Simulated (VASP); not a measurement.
# CaSi26C27 (a cell with a defect) in VASP: relaxation of the atoms with PBE

Aim: the relaxation of the atoms of CaSi26C27 (a cell with a defect) with PBE.

Everything below comes from runs of VASP 6.6.1. Logs are shortened: lines on timing, memory, paths and dates and some standing lists are left out, and cuts for length are marked.

## 1. The cell of the first run

The cell holds a defect, 54 atoms: a = 9.245 Å, b = 9.245 Å, c = 9.245 Å, α = 60.00°, β = 60.00°, γ = 60.00°.

## 2. Relaxation of the atoms, PBE

INCAR

```
ALGO = Normal ; EDIFF = 1E-6
EDIFFG = -0.03 ; ENCUT = 520
GGA = PE ; IBRION = 2
ISIF = 2 ; ISMEAR = -1
LASPH = True ; LCHARG = False
LREAL = Auto ; LUSENCCL = False
LWAVE = False ; NELECT = 224.0
NELM = 80 ; NSW = 60
PREC = Accurate ; SIGMA = 0.01
```

KPOINTS

```
k-points
0
Gamma
  3 3 3
```

POSCAR

```
CaSi26C27
1.0
    0.0000000000      6.5370000000      6.5370000000
    6.5370000000      0.0000000000      6.5370000000
    6.5370000000      6.5370000000      0.0000000000
Ca Si C
1 26 27
Direct
    0.0000000000      0.0000000000      0.0000000000
    0.0000000000      0.0000000000      0.3333333333
    0.0000000000      0.0000000000      0.6666666667
    0.0000000000      0.3333333333      0.0000000000
    0.0000000000      0.3333333333      0.3333333333
    0.0000000000      0.3333333333      0.6666666667
    0.0000000000      0.6666666667      0.0000000000
    0.0000000000      0.6666666667      0.3333333333
    0.0000000000      0.6666666667      0.6666666667
    0.3333333333      0.0000000000      0.0000000000
    0.3333333333      0.0000000000      0.3333333333
    0.3333333333      0.0000000000      0.6666666667
    0.3333333333      0.3333333333      0.0000000000
    0.3333333333      0.3333333333      0.3333333333
    0.3333333333      0.3333333333      0.6666666667
    0.3333333333      0.6666666667      0.0000000000
    0.3333333333      0.6666666667      0.3333333333
    0.3333333333      0.6666666667      0.6666666667
    0.6666666667      0.0000000000      0.0000000000
    0.6666666667      0.0000000000      0.3333333333
    0.6666666667      0.0000000000      0.6666666667
    0.6666666667      0.3333333333      0.0000000000
    0.6666666667      0.3333333333      0.3333333333
    0.6666666667      0.3333333333      0.6666666667
    0.6666666667      0.6666666667      0.0000000000
    0.6666666667      0.6666666667      0.3333333333
    0.6666666667      0.6666666667      0.6666666667
    0.0833333333      0.0833333333      0.0833333333
    0.0833333333      0.0833333333      0.4166666667
    0.0833333333      0.0833333333      0.7500000000
    0.0833333333      0.4166666667      0.0833333333
    0.0833333333      0.4166666667      0.4166666667
    0.0833333333      0.4166666667      0.7500000000
    0.0833333333      0.7500000000      0.0833333333
    0.0833333333      0.7500000000      0.4166666667
    0.0833333333      0.7500000000      0.7500000000
    0.4166666667      0.0833333333      0.0833333333
    0.4166666667      0.0833333333      0.4166666667
    0.4166666667      0.0833333333      0.7500000000
    0.4166666667      0.4166666667      0.0833333333
    0.4166666667      0.4166666667      0.4166666667
    0.4166666667      0.4166666667      0.7500000000
    0.4166666667      0.7500000000      0.0833333333
    0.4166666667      0.7500000000      0.4166666667
    0.4166666667      0.7500000000      0.7500000000
    0.7500000000      0.0833333333      0.0833333333
    0.7500000000      0.0833333333      0.4166666667
    0.7500000000      0.0833333333      0.7500000000
    0.7500000000      0.4166666667      0.0833333333
    0.7500000000      0.4166666667      0.4166666667
    0.7500000000      0.4166666667      0.7500000000
    0.7500000000      0.7500000000      0.0833333333
    0.7500000000      0.7500000000      0.4166666667
    0.7500000000      0.7500000000      0.7500000000
```

Potentials or basis: VASP PAW PBE potentials, release 64 (Ca_sv, Si, C).

Command:

```console
> cat potpaw_PBE.64/Ca_sv/POTCAR potpaw_PBE.64/Si/POTCAR potpaw_PBE.64/C/POTCAR > POTCAR
> mpirun -np 1 vasp_std > vasp.out
```

OUTCAR:

```text
EDIFF = 1E-6
   EDIFFG = -0.03
   ENCUT = 520
   GGA = PE
   IBRION = 2
   ISIF = 2
   ISMEAR = -1
   LASPH = True
   LREAL = Auto
   NELECT = 224.0
   NELM = 80
   NSW = 60
   PREC = Accurate

 ion  position               nearest neighbor table
   1  0.000  0.000  0.000-  28 1.89  30 1.89  34 1.89  46 1.89   7 3.08   8 3.08  10 3.08  12 3.08
                            16 3.08  19 3.08  20 3.08  22 3.08   2 3.08   3 3.08   4 3.08   6 3.08
   2  0.000  0.000  0.333-  28 1.89  29 1.89  35 1.89  47 1.89  10 3.08  11 3.08  17 3.08  20 3.08
                            23 3.08   1 3.08   4 3.08   5 3.08   8 3.08  21 3.08   9 3.08   3 3.08
   3  0.000  0.000  0.667-  30 1.89  29 1.89  36 1.89  48 1.89  12 3.08  18 3.08  19 3.08  21 3.08
                            24 3.08   1 3.08   6 3.08   7 3.08   9 3.08  11 3.08   5 3.08   2 3.08
   4  0.000  0.333  0.000-  28 1.89  31 1.89  33 1.89  49 1.89  10 3.08  13 3.08  15 3.08  22 3.08
                            23 3.08   1 3.08   2 3.08   5 3.08   6 3.08   9 3.08  25 3.08   7 3.08
   5  0.000  0.333  0.333-  29 1.89  31 1.89  50 1.89  32 1.89  14 3.08  23 3.08   2 3.08   4 3.08
                            11 3.08  13 3.08   3 3.08   7 3.08  24 3.08  26 3.08   6 3.08   8 3.08
   6  0.000  0.333  0.667-  30 1.89  32 1.89  33 1.89  51 1.89  15 3.08  22 3.08  24 3.08   1 3.08
                             3 3.08   4 3.08  12 3.08  14 3.08  27 3.08   8 3.08   9 3.08   5 3.08
   7  0.000  0.667  0.000-  34 1.89  31 1.89  36 1.89  52 1.89  16 3.08  18 3.08  19 3.08  25 3.08
                            26 3.08   1 3.08   3 3.08   8 3.08   9 3.08  13 3.08   5 3.08   4 3.08
   8  0.000  0.667  0.333-  32 1.89  34 1.89  35 1.89  53 1.89  17 3.08  20 3.08  26 3.08   1 3.08
                             2 3.08   7 3.08  16 3.08  14 3.08  27 3.08   5 3.08   9 3.08   6 3.08
   9  0.000  0.667  0.667-  36 1.89  35 1.89  33 1.89  54 1.89  25 3.08  27 3.08   3 3.08   7 3.08
[... 62 lines left out ...]
  53  0.750  0.750  0.417-   8 1.89  20 1.89  26 1.89  27 1.89
  54  0.750  0.750  0.750-  27 1.89  21 1.89  25 1.89   9 1.89

  LATTYP: Found a face centered cubic cell.
 ALAT       =    13.0740000000

  Lattice vectors:

 A1 = (   0.0000000000,   6.5370000000,   6.5370000000)
 A2 = (   6.5370000000,   0.0000000000,   6.5370000000)
 A3 = (   6.5370000000,   6.5370000000,   0.0000000000)

Analysis of symmetry for initial positions (statically):
=====================================================================
 Subroutine PRICEL returns:
 Original cell was already a primitive cell.

 Routine SETGRP: Setting up the symmetry group for a
 face centered cubic supercell.

 Subroutine GETGRP returns: Found 24 space group operations
 (whereof 24 operations were pure point group operations)
 out of a pool of 48 trial point group operations.

The static configuration has the point symmetry T_d .

Analysis of symmetry for dynamics (positions and initial velocities):
=====================================================================
 Subroutine PRICEL returns:
 Original cell was already a primitive cell.

 Routine SETGRP: Setting up the symmetry group for a
 face centered cubic supercell.

 Subroutine GETGRP returns: Found 24 space group operations
 (whereof 24 operations were pure point group operations)
 out of a pool of 48 trial point group operations.

The dynamic configuration has the point symmetry T_d .

 Subroutine INISYM returns: Found 24 space group operations
 (whereof 24 operations are pure point group operations),
 and found     1 'primitive' translations

----------------------------------------------------------------------------------------

                                     Primitive cell

  volume of cell :     558.6830

  direct lattice vectors                    reciprocal lattice vectors
     0.000000000  6.537000000  6.537000000    -0.076487685  0.076487685  0.076487685
     6.537000000  0.000000000  6.537000000     0.076487685 -0.076487685  0.076487685
     6.537000000  6.537000000  0.000000000     0.076487685  0.076487685 -0.076487685

  length of vectors
     9.244714057  9.244714057  9.244714057     0.132480557  0.132480557  0.132480557

  position of ions in fractional coordinates (direct lattice)
     0.000000000  0.000000000  0.000000000
     0.000000000  0.000000000  0.333333333
     0.000000000  0.000000000  0.666666667
     0.000000000  0.333333333  0.000000000
     0.000000000  0.333333333  0.333333333
     0.000000000  0.333333333  0.666666667
[... 46 lines left out ...]
     0.750000000  0.750000000  0.416666667
     0.750000000  0.750000000  0.750000000

  ion indices of the primitive-cell ions
   primitive index   ion index
                 1           1
                 2           2
                 3           3
                 4           4
                 5           5
                 6           6
[... 46 lines left out ...]
                53          53
                54          54

----------------------------------------------------------------------------------------

 KPOINTS: k-points

Automatic generation of k-mesh.
 Grid dimensions read from file:
 generate k-points for:    3    3    3

 Generating k-lattice:

  Cartesian coordinates                     Fractional coordinates (reciprocal lattice)
    -0.025495895  0.025495895  0.025495895     0.333333333  0.000000000  0.000000000
     0.025495895 -0.025495895  0.025495895     0.000000000  0.333333333  0.000000000
     0.025495895  0.025495895 -0.025495895     0.000000000  0.000000000  0.333333333

  Length of vectors
     0.044160186  0.044160186  0.044160186

  Shift w.r.t. Gamma in fractional coordinates (k-lattice)
     0.000000000  0.000000000  0.000000000

 Subroutine IBZKPT returns following result:
 ===========================================

 Found      4 irreducible k-points:

 Following reciprocal coordinates:
            Coordinates               Weight
  0.000000  0.000000  0.000000      1.000000
  0.333333  0.000000  0.000000      8.000000
  0.333333  0.333333  0.000000      6.000000
 -0.333333  0.333333  0.000000     12.000000
   k-points           NKPTS =      4   k-points in BZ     NKDIM =      4   number of bands    NBANDS=    140
   number of dos      NEDOS =    301   number of ions     NIONS =     54
   total plane-waves  NPLWV = 343000
   dimension x,y,z NGX =    70 NGY =   70 NGZ =   70
   dimension x,y,z NGXF=   140 NGYF=  140 NGZF=  140
   ions per type =               1  26  27
   NGX,Y,Z   is equivalent  to a cutoff of  12.59, 12.59, 12.59 a.u.
   NGXF,Y,Z  is equivalent  to a cutoff of  25.18, 25.18, 25.18 a.u.
 SYSTEM =  unknown system
   PREC   = accura    normal or accurate (medium, high low for compatibility)
   ISTART =      0    job   : 0-new  1-cont  2-samecut
   ICHARG =      2    charge: 1-file 2-atom 10-const
   ISPIN  =      1    spin polarized calculation?
   LNONCOLLINEAR =      F non collinear calculations
   LSORBIT =      F    spin-orbit coupling
   LASPH  =      T    aspherical Exc in radial PAW
   ENCUT  =  520.0 eV  38.22 Ry    6.18 a.u.  17.19 17.19 17.19*2*pi/ulx,y,z
   NELM   =     80;   NELMIN=  2; NELMDL= -5     # of ELM steps
   EDIFF  = 0.1E-05   stopping-criterion for ELM
   LREAL  =      T    real-space projection
   EDIFFG = -.3E-01   stopping-criterion for IOM
   NSW    =     60    number of steps for IOM
   IBRION =      2    ionic relax: 0-MD 1-quasi-New 2-CG
   NFREE  =      1    steps in history (QN), initial steepest desc. (CG)
   ISIF   =      2    stress and relaxation
   ISYM   =      2    0-nonsym 1-usesym 2-fastsym
   POTIM  = 0.5000    time-step for ionic-motion
   TEBEG  =    0.0;   TEEND  =   0.0 temperature during run
   PSTRESS=    0.0 pullay stress
   NELECT =     224.0000    total number of electrons
   NUPDOWN=      -1.0000    fix difference up-down
   EMIN   =  10.00;   EMAX   =-10.00  energy-range for DOS
   EFERMI =   0.00;   METHOD = LEGACY
   ISMEAR =    -1;   SIGMA  =   0.01  broadening in eV -4-tet -1-fermi 0-gaus
   EFERMI_NEDOS =   21; number of points for ismear=-14 and -15
   IALGO  =     38    algorithm
   IMIX   =      4    mixing-type and parameters
     AMIX     =   0.40;   BMIX     =  1.00
     AMIX_MAG =   1.60;   BMIX_MAG =  1.00
  volume/ion in A,a.u.               =      10.35        69.82
  Fermi-wavevector in a.u.,A,eV,Ry     =   1.207172  2.281224 19.827271  1.457263
  Thomas-Fermi vector in A             =   2.342817
   LORBIT       =      0    0 simple, 1 ext, 2 COOP (PROOUT), +10 PAW based schemes
   GGA     = PE    functional components
   LHFCALC =     F    Hartree Fock is set to
   AEXX    =    0.0000 exact exchange contribution
   IVDW    =     0    specifies the selected vdW correction
   LEPSILON=     F    determine dielectric tensor
   LRPA    =     F    only Hartree local field effects (RPA)
 conjugate gradient relaxation of ions
 non-spin polarized calculation
  energy-cutoff  :      520.00
  volume of cell :      558.68
 maximum number of plane-waves:     15070
 NGX is ok and might be reduce to    70
   NGX = 35   NGY = 35   NGZ = 35

--------------------------------------- Ionic step        1  -------------------------------------------

 number of electron     223.9999998 magnetization

 Free energy of the ion-electron system (eV)
  ---------------------------------------------------
  ext. energy  EPLUGINS =         0.00000000
  ---------------------------------------------------
  free energy    TOTEN  =      -374.17733393 eV

  energy without entropy =     -374.17733392  energy(sigma->0) =     -374.17733392

------------------------ aborting loop because EDIFF is reached ----------------------------------------

  FORCE on cell =-STRESS in cart. coord.  units (eV):
  Direction    XX          YY          ZZ          XY          YZ          ZX
  --------------------------------------------------------------------------------------
  -------------------------------------------------------------------------------------
  Total       54.3492793     54.3492793     54.3492793     -0.0000000      0.0000000     -0.0000000
  in kB      155.8615251    155.8615251    155.8615251     -0.0000000      0.0000000     -0.0000000
  external PRESSURE =     155.8615251 kB  Pullay stress =       0.0000000 kB
[... 603 lines left out ...]
--------------------------------------- Ionic step        8  -------------------------------------------

 number of electron     224.0000002 magnetization

 Free energy of the ion-electron system (eV)
  ---------------------------------------------------
  ext. energy  EPLUGINS =         0.00000000
  ---------------------------------------------------
  free energy    TOTEN  =      -378.81384038 eV

  energy without entropy =     -378.81384038  energy(sigma->0) =     -378.81384038

 E-fermi :   9.3669     XC(G=0): -11.4146

 val. band max:        9.0674073259   @ k =  -0.3333   0.3333   0.0000
 cond. band min:       9.5912407395   @ k =   0.3333   0.3333   0.0000
 fundamental gap:      0.5238334136
 Fermi energy:         9.3669406250

 k-point     1 :       0.0000    0.0000    0.0000
  band No.  band energies     occupation
      1     -28.7420      2.00000
      2     -10.2332      2.00000
      3     -10.2332      2.00000
      4     -10.2332      2.00000
      5      -7.4164      2.00000
      6      -5.4611      2.00000
[... 497 lines left out ...]
    123      13.0208      0.00000
    124      13.0442      0.00000
 [bands above 124 left out]

------------------------ aborting loop because EDIFF is reached ----------------------------------------

  FORCE on cell =-STRESS in cart. coord.  units (eV):
  Direction    XX          YY          ZZ          XY          YZ          ZX
  --------------------------------------------------------------------------------------
  -------------------------------------------------------------------------------------
  Total       53.9147566     53.9147566     53.9147566      0.0000000      0.0000000     -0.0000000
  in kB      154.6154115    154.6154115    154.6154115      0.0000000      0.0000000     -0.0000000
  external PRESSURE =     154.6154115 kB  Pullay stress =       0.0000000 kB
[... 69 lines left out ...]
  FREE ENERGIE OF THE ION-ELECTRON SYSTEM (eV)
  ---------------------------------------------------
  free  energy   TOTEN  =      -378.8138403823 eV

  energy  without entropy=     -378.8138403823  energy(sigma->0) =     -378.81384038

 reached required accuracy - stopping structural energy minimisation
```

Run time: 8.3 min. Hardware: 1 × NVIDIA H100 80GB with 1 thread of AMD EPYC 7R13 (Zen 3), shared host; peak memory 1.7 GiB.

Results:

```yaml
Free_energy: -378.8138 eV
Energy_gained_by_relaxing: 85.9 meV/atom
Ionic_steps: 8
Largest_force_after_relaxing: 0.022 eV/Å
```

Forces on the atoms (eV/Å):
```
Ca   0.000  0.000  0.000
Si  -0.005 -0.005  0.009
Si   0.005  0.005  0.009
Si  -0.005  0.009 -0.005
Si   0.009 -0.009 -0.009
Si  -0.009  0.005 -0.005
Si   0.005  0.009  0.005
Si  -0.009 -0.005  0.005
Si  -0.009  0.009  0.009
Si   0.009 -0.005 -0.005
Si  -0.009  0.009 -0.009
Si   0.005 -0.009 -0.005
Si  -0.009 -0.009  0.009
Si   0.009  0.009  0.009
Si   0.000  0.000  0.022
Si   0.005 -0.005 -0.009
Si   0.000  0.022  0.000
Si  -0.022  0.000  0.000
Si   0.009  0.005  0.005
Si  -0.005 -0.009  0.005
Si   0.009 -0.009  0.009
Si  -0.005  0.005 -0.009
Si   0.022  0.000  0.000
Si   0.000 -0.022  0.000
Si   0.009  0.009 -0.009
Si   0.000  0.000 -0.022
Si  -0.009 -0.009 -0.009
C   -0.005 -0.005 -0.005
C    0.000  0.000  0.005
C    0.005  0.005 -0.005
C    0.000  0.005  0.000
C   -0.005  0.000  0.000
C    0.010 -0.010 -0.007
C    0.005 -0.005  0.005
C    0.010 -0.007 -0.010
C    0.007 -0.010 -0.010
C    0.005  0.000  0.000
C    0.000 -0.005  0.000
C   -0.010  0.010 -0.007
C    0.000  0.000 -0.005
C   -0.005 -0.005 -0.005
C    0.005  0.005 -0.005
C   -0.010 -0.007  0.010
C    0.005 -0.005  0.005
C    0.007  0.010  0.010
C   -0.005  0.005  0.005
C   -0.007  0.010 -0.010
C   -0.010  0.007 -0.010
C   -0.007 -0.010  0.010
C   -0.005  0.005  0.005
C    0.010  0.007  0.010
C   -0.010 -0.010  0.007
C    0.010  0.010  0.007
C    0.000  0.000  0.000
```

The path:
```csv
step,energy change (eV),largest force (eV/Å),pressure (GPa)
1,0.0000,8.3240,15.59
2,-2.6193,3.1946,16.72
3,-4.2677,1.2530,15.51
4,-4.5107,0.7401,15.46
5,-4.6237,0.2251,15.42
6,-4.6360,0.0556,15.46
7,-4.6361,0.0399,15.46
8,-4.6365,0.0215,15.46
```

Final structure:
```
CELL_PARAMETERS angstrom
0.00000 6.53700 6.53700
6.53700 0.00000 6.53700
6.53700 6.53700 0.00000
ATOMIC_POSITIONS crystal
Ca 0.00000 0.00000 0.00000
Si 0.00247 0.00247 0.33161
Si 0.00247 0.00247 0.66345
Si 0.00247 0.33161 0.00247
Si 0.00179 0.33274 0.33274
Si 0.00247 0.33161 0.66345
Si 0.00247 0.66345 0.00247
Si 0.00247 0.66345 0.33161
Si 0.00060 0.66647 0.66647
Si 0.33161 0.00247 0.00247
Si 0.33274 0.00179 0.33274
Si 0.33161 0.00247 0.66345
Si 0.33274 0.33274 0.00179
Si 0.33274 0.33274 0.33274
Si 0.33262 0.33262 0.66738
Si 0.33161 0.66345 0.00247
Si 0.33262 0.66738 0.33262
Si 0.33262 0.66738 0.66738
Si 0.66345 0.00247 0.00247
Si 0.66345 0.00247 0.33161
Si 0.66647 0.00060 0.66647
Si 0.66345 0.33161 0.00247
Si 0.66738 0.33262 0.33262
Si 0.66738 0.33262 0.66738
Si 0.66647 0.66647 0.00060
Si 0.66738 0.66738 0.33262
Si 0.66647 0.66647 0.66647
C 0.09599 0.09599 0.09599
C 0.08217 0.08217 0.41783
C 0.09599 0.09599 0.71202
C 0.08217 0.41783 0.08217
C 0.08217 0.41783 0.41783
C 0.08299 0.41631 0.75035
C 0.09599 0.71202 0.09599
C 0.08299 0.75035 0.41631
C 0.08299 0.75035 0.75035
C 0.41783 0.08217 0.08217
C 0.41783 0.08217 0.41783
C 0.41631 0.08299 0.75035
C 0.41783 0.41783 0.08217
C 0.41664 0.41664 0.41664
C 0.41664 0.41664 0.75008
C 0.41631 0.75035 0.08299
C 0.41664 0.75008 0.41664
C 0.41631 0.75035 0.75035
C 0.71202 0.09599 0.09599
C 0.75035 0.08299 0.41631
C 0.75035 0.08299 0.75035
C 0.75035 0.41631 0.08299
C 0.75008 0.41664 0.41664
C 0.75035 0.41631 0.75035
C 0.75035 0.75035 0.08299
C 0.75035 0.75035 0.41631
C 0.75000 0.75000 0.75000
```

Caveat: the cell carries a net charge on a neutralising background, which shifts energy and pressure; the cell is charged against a uniform background, so pressure and absolute levels hang on convention.
